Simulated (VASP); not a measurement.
# Cd (P6_3/mmc) in VASP: further runs, part 2 of 2

VASP 6.6.1. The steps go on from the part before.

### Step 3. Single point, PBE+D3(BJ)

INCAR reads:

```
  PREC = Accurate
  ENCUT = 520
  EDIFF = 1E-7
  ISMEAR = -1
  SIGMA = 0.1
  LREAL = F
  LASPH = T
  NELM = 60
  ALGO = Normal
  ISIF = 2
  LWAVE = F
  LCHARG = T
  GGA = PE
  IVDW = 12
  LELF = T
  LVHAR = T
  NBANDS = 32
```

KPOINTS reads:

```
Automatic mesh
0
Gamma
  11 11 3
```

POSCAR reads:

```
Cd
1.0
    3.0930676400      0.0000000000      0.0000000000
   -1.5465338200      2.6786751500      0.0000000000
    0.0000000000      0.0000000000     10.4307369600
Cd
4
Direct
    0.0000000000      0.0000000000      0.0000000000
    0.3333333300      0.6666666700      0.2500000000
    0.0000000000      0.0000000000      0.5000000000
    0.6666666700      0.3333333300      0.7500000000
```

Potentials or basis: VASP PAW PBE potentials, release 64 (Cd).

On the command line:

```sh
$ cat potpaw_PBE.64/Cd/POTCAR > POTCAR
$ mpirun -np 1 vasp_std > vasp.out
```

OUTCAR:

```text
PREC = Accurate
   ENCUT = 520
   EDIFF = 1E-7
   ISMEAR = -1
   LREAL = F
   LASPH = T
   NELM = 60
   ISIF = 2
   GGA = PE
   IVDW = 12
 IVDW          = 12

 ion  position               nearest neighbor table
   1  0.000  0.000  0.000-   2 3.16   4 3.16   2 3.16   4 3.16   4 3.16   2 3.16
   2  0.333  0.667  0.250-   1 3.16   3 3.16   1 3.16   3 3.16   1 3.16   3 3.16
   3  0.000  0.000  0.500-   2 3.16   4 3.16   2 3.16   4 3.16   4 3.16   2 3.16
   4  0.667  0.333  0.750-   1 3.16   3 3.16   1 3.16   3 3.16   1 3.16   3 3.16

  LATTYP: Found a hexagonal cell.
 ALAT       =     3.0930676400
 C/A-ratio  =     3.3722951367

  Lattice vectors:

 A1 = (   3.0930676400,   0.0000000000,   0.0000000000)
 A2 = (  -1.5465338200,   2.6786751500,   0.0000000000)
 A3 = (   0.0000000000,   0.0000000000,  10.4307369600)

Analysis of symmetry for initial positions (statically):
=====================================================================
 Subroutine PRICEL returns:
 Original cell was already a primitive cell.

 Routine SETGRP: Setting up the symmetry group for a
 hexagonal supercell.

 Subroutine GETGRP returns: Found 24 space group operations
 (whereof 12 operations were pure point group operations)
 out of a pool of 24 trial point group operations.

The static configuration has the point symmetry D_3d.
 The point group associated with its full space group is D_6h.

Analysis of symmetry for dynamics (positions and initial velocities):
=====================================================================
 Subroutine PRICEL returns:
 Original cell was already a primitive cell.

 Routine SETGRP: Setting up the symmetry group for a
 hexagonal supercell.

 Subroutine GETGRP returns: Found 24 space group operations
 (whereof 12 operations were pure point group operations)
 out of a pool of 24 trial point group operations.
[... 122 lines left out ...]
   EFERMI_NEDOS =   21; number of points for ismear=-14 and -15
   IALGO  =     38    algorithm
   IMIX   =      4    mixing-type and parameters
     AMIX     =   0.40;   BMIX     =  1.00
     AMIX_MAG =   1.60;   BMIX_MAG =  1.00
  volume/ion in A,a.u.               =      21.61       145.80
  Fermi-wavevector in a.u.,A,eV,Ry     =   1.345696  2.542997 24.638774  1.810899
  Thomas-Fermi vector in A             =   2.473588
   LORBIT       =      0    0 simple, 1 ext, 2 COOP (PROOUT), +10 PAW based schemes
   GGA     = PE    functional components
   LHFCALC =     F    Hartree Fock is set to
   AEXX    =    0.0000 exact exchange contribution
   IVDW    =    12    specifies the selected vdW correction
   LEPSILON=     F    determine dielectric tensor
   LRPA    =     F    only Hartree local field effects (RPA)
 non-spin polarized calculation
  energy-cutoff  :      520.00
  volume of cell :       86.42
 maximum number of plane-waves:      2342
 NGX is ok and might be reduce to    24
   NGX = 11   NGY = 11   NGZ = 39

 number of electron      48.0000039 magnetization

 Free energy of the ion-electron system (eV)
  ---------------------------------------------------
  ext. energy  EPLUGINS =         0.00000000
  ---------------------------------------------------
  free energy    TOTEN  =        -2.94356117 eV

  energy without entropy =       -2.90875855  energy(sigma->0) =       -2.92615986

 E-fermi :   2.9701     XC(G=0): -11.0431

 val. band max:        2.8647534803   @ k =   0.1818   0.1818   0.0000
 cond. band min:       3.0024013114   @ k =   0.3636   0.0909   0.0000
 fundamental gap:      0.1376478311
 Fermi energy:         2.9700675117

 k-point     1 :       0.0000    0.0000    0.0000
  band No.  band energies     occupation
      1      -6.7878      2.00000
      2      -6.5604      2.00000
      3      -6.5600      2.00000
      4      -6.3372      2.00000
      5      -6.2514      2.00000
      6      -6.2514      2.00000
[... 829 lines left out ...]
     31      11.5621      0.00000
     32      12.4539      0.00000

 [... further k-points ...]

------------------------ aborting loop because EDIFF is reached ----------------------------------------

 Edisp (eV)   -1.77053

 E8    (eV) :    -0.7852

  FORCE on cell =-STRESS in cart. coord.  units (eV):
  Direction    XX          YY          ZZ          XY          YZ          ZX
  --------------------------------------------------------------------------------------
  -------------------------------------------------------------------------------------
  Total      -0.36903    -0.36903    -0.40638    -0.00000     0.00000     0.00000
  in kB      -6.84145    -6.84145    -7.53382    -0.00000     0.00000     0.00000
  external pressure =       -7.07 kB  Pullay stress =        0.00 kB

 VOLUME and BASIS-vectors are now :
 -----------------------------------------------------------------------------
  energy-cutoff  :      520.00
  volume of cell :       86.42
      direct lattice vectors                 reciprocal lattice vectors
     3.093067640  0.000000000  0.000000000     0.323303631  0.186659439  0.000000000
    -1.546533820  2.678675150  0.000000000     0.000000000  0.373318877  0.000000000
     0.000000000  0.000000000 10.430736960     0.000000000  0.000000000  0.095870503

 POSITION                                       TOTAL-FORCE (eV/Angst)
 -----------------------------------------------------------------------------------
      0.00000      0.00000      0.00000        -0.000000     -0.000000      0.000000
     -0.00000      1.78578      2.60768        -0.000000     -0.000000      0.000000
      0.00000      0.00000      5.21537        -0.000000     -0.000000      0.000000
      1.54653      0.89289      7.82305         0.000000      0.000000      0.000000
 -----------------------------------------------------------------------------------
    total drift:                                0.000000      0.000000     -0.000000

  FREE ENERGIE OF THE ION-ELECTRON SYSTEM (eV)
  ---------------------------------------------------
  free  energy   TOTEN  =        -4.7140934290 eV

  energy  without entropy=       -4.6792908049  energy(sigma->0) =       -4.69669212
```

OSZICAR:

```text
N       E                     dE             d eps       ncg     rms          rms(c)
DAV:   1     0.396513020208E+03    0.39651E+03   -0.25742E+04  2056   0.152E+03
DAV:   2     0.779367510962E+01   -0.38872E+03   -0.37076E+03  2088   0.407E+02
DAV:   3    -0.310426758130E+01   -0.10898E+02   -0.10800E+02  2360   0.792E+01
DAV:   4    -0.313637539078E+01   -0.32108E-01   -0.32097E-01  2192   0.373E+00
DAV:   5    -0.313646027195E+01   -0.84881E-04   -0.84881E-04  2424   0.186E-01    0.634E+00
DAV:   6    -0.295120854491E+01    0.18525E+00   -0.52716E-01  2264   0.682E+00    0.507E+00
DAV:   7    -0.294307313824E+01    0.81354E-02   -0.71777E-02  2304   0.200E+00    0.211E+00
DAV:   8    -0.294340924098E+01   -0.33610E-03   -0.84360E-03  2184   0.963E-01    0.153E-01
DAV:   9    -0.294346898020E+01   -0.59739E-04   -0.26520E-05  2464   0.472E-02    0.570E-02
DAV:  10    -0.294356116091E+01   -0.92181E-04   -0.76295E-05  2232   0.693E-02    0.100E-02
DAV:  11    -0.294356116963E+01   -0.87230E-08   -0.62057E-07  2440   0.751E-03
   1 F= -.47140934E+01 E0= -.46966921E+01  d E =-.348026E-01
```

Run time: 2 min. Hardware: 1 thread of Intel Xeon 8259CL, shared host; peak memory 0.24 GiB.

Results:

```
Free energy                : -4.7141 eV
Pressure                   : -0.7 GPa
Band gap on the k mesh     : zero (bands 24 and 25 overlap by 2.83 eV)
Dispersion energy per atom : -0.443 eV
```

Caveat: three body term missing.

The gap in the log of VASP goes by the Fermi energy; the results here count the filled bands.